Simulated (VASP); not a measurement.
Ta4H3, 7 atoms in the cell. Symmetry: P-3m1, No. 164, trigonal system. Conventional cell: a = 4.626 Å, b = 4.626 Å, c = 5.077 Å, α = 90.00°, β = 90.00°, γ = 120.00°. Ta (site symmetry 3m) has 3 H at 2.15 Å and 3 Ta at 2.70 Å within 2.8 Å. Ta (site symmetry 3m) has 5 Ta at 2.46 to 2.70 Å and 6 H at 2.66 Å within 3.2 Å. H (site symmetry 2/m) has 6 Ta at 2.15 to 2.66 Å and 4 H at 2.31 Å within 2.8 Å. The cell was generated, and may not be a known phase.

```yaml
Program: VASP 6.6.1
Task: single point
Functional: PBE
Potentials_or_basis: VASP PAW PBE potentials, release 64 (Ta_pv, H)
Cutoff: 500 eV
k_mesh: 5 × 5 × 3
Occupations: gaussian, width 0.2 eV
Spin: no spin polarisation
Dipole_correction: no
Further_INCAR_settings: ALGO = Normal; EDIFF = 1e-06; NBANDS = 32
```

Potentials or basis: VASP PAW PBE potentials, release 64 (Ta_pv, H).

The run is started by

```sh
$ cat potpaw_PBE.64/Ta_pv/POTCAR potpaw_PBE.64/H/POTCAR > POTCAR
$ mpirun -np 1 vasp_std > vasp.out
```

Hardware: 1 thread of Intel Xeon 8259CL, on a shared host.

Estimate the wall time of this run.

It took 110 s on 1 thread of Intel Xeon 8259CL, with other jobs on the host, peak memory 0.18 GiB. Counts: scf iterations 14, k points 12.
